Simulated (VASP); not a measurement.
# MoS2: single point with r2SCAN

Slab: MoS2, a slab with vacuum.

```
Mo S
1.0
     3.08860    0.00000    0.00000
    -1.54430    2.67481    0.00000
     0.00000    0.00000   17.33460
Mo S
1 2
Direct
  0.00000 0.00000 0.00000
  0.33333 0.66667 0.08949
  0.33333 0.66667 0.91051
```

- Program: VASP 6.6.1
- Task: single point
- Functional: r2SCAN
- Potentials or basis: VASP PAW PBE potentials, release 64 (Mo_sv, S)
- Cutoff: 520 eV
- k mesh: 12 × 12 × 2
- Occupations: methfessel-paxton, width 0.1 eV
- Spin: no spin polarisation
- Dipole correction: no
- Further INCAR settings: ALGO = Normal; EDIFF = 1e-06; NBANDS = 20

The largest force is 0.699 eV/Å and the band gap on the k mesh is 2.10 eV, direct.

Forces in eV/Å, atoms in the order of the input:
```
Mo   0.000  0.000  0.000
S    0.000  0.000  0.699
S    0.000  0.000 -0.699
```

Levels at points of the mesh, in eV from the valence-band top:
| k point | band 11 | band 12 | band 13 | band 14 | band 15 | band 16 |
| --- | --- | --- | --- | --- | --- | --- |
| (0.00, 0.00, 0.00) | -1.55 | -1.55 | -0.17 | 3.23 | 3.23 | 3.49 |
| (0.50, 0.00, 0.00) | -2.18 | -0.92 | -0.70 | 2.75 | 3.26 | 4.42 |
| (0.00, 0.00, 0.50) | -1.55 | -1.55 | -0.17 | 3.23 | 3.23 | 3.49 |
| (0.50, 0.00, 0.50) | -2.18 | -0.92 | -0.70 | 2.75 | 3.26 | 4.42 |

Run time: 8.3 min on 1 thread of Intel Xeon 6975P-C (shared host), peak memory 0.36 GiB.

Caveat: the PAW data sets were made with another functional, which shifts forces and pressure a little.
